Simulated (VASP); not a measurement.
The system is GaReSi.

```
Ga Si Re
1.0
     3.19420    0.00000    0.00000
     0.00000    3.19420    0.00000
     0.00000    0.00000    8.05400
Ga Si Re
2 2 2
Direct
  0.50000 0.00000 0.91460
  0.00000 0.50000 0.08540
  0.00000 0.50000 0.41520
  0.50000 0.00000 0.58480
  0.00000 0.50000 0.73063
  0.50000 0.00000 0.26937
```

* Program: VASP 6.6.1
* Task: relaxation of cell and atoms
* Functional: PBE
* Potentials or basis: VASP PAW PBE potentials, release 64 (Ga_d, Si, Re)
* Cutoff: 600 eV
* k mesh: 12 × 12 × 6
* Occupations: gaussian, width 0.01 eV
* Spin: no spin polarisation

At the start: pressure 3.9 GPa; volume 13.70 Å³/atom.

Q: Where does the relaxation end?

A: Over 12 steps the energy falls by 3.5 meV/atom and the volume is 13.96 Å³/atom (+1.9 %); space group P4/nmm (No. 129, to 0.05 Å).

The path:
| step | energy change (eV) | largest force (eV/Å) | pressure (GPa) | volume (Å³) |
| --- | --- | --- | --- | --- |
| 1 | 0.0000 | 0.1652 | 3.86 | 82.17 |
| 2 | 0.0281 | 0.2857 | -5.93 | 86.16 |
| 3 | -0.0182 | 0.2071 | -0.10 | 83.68 |
| 4 | -0.0203 | 0.0438 | 0.01 | 83.73 |
| 5 | -0.0203 | 0.0434 | 0.00 | 83.73 |
| 6 | -0.0209 | 0.0395 | -0.01 | 83.74 |
| 7 | -0.0210 | 0.0376 | -0.01 | 83.75 |
| 8 | -0.0210 | 0.0368 | -0.01 | 83.75 |
| 9 | -0.0211 | 0.0052 | 0.08 | 83.74 |
| 10 | -0.0211 | 0.0029 | 0.08 | 83.74 |
| 11 | -0.0211 | 0.0061 | -0.20 | 83.82 |
| 12 | -0.0211 | 0.0007 | 0.03 | 83.76 |

Final structure:
```
Ga Si Re
1.0
     3.21170    0.00000    0.00000
     0.00000    3.21170    0.00000
     0.00000    0.00000    8.11998
Ga Si Re
2 2 2
Direct
  0.50000 0.00000 0.91358
  0.00000 0.50000 0.08642
  0.00000 0.50000 0.41562
  0.50000 0.00000 0.58438
  0.00000 0.50000 0.72864
  0.50000 0.00000 0.27136
```
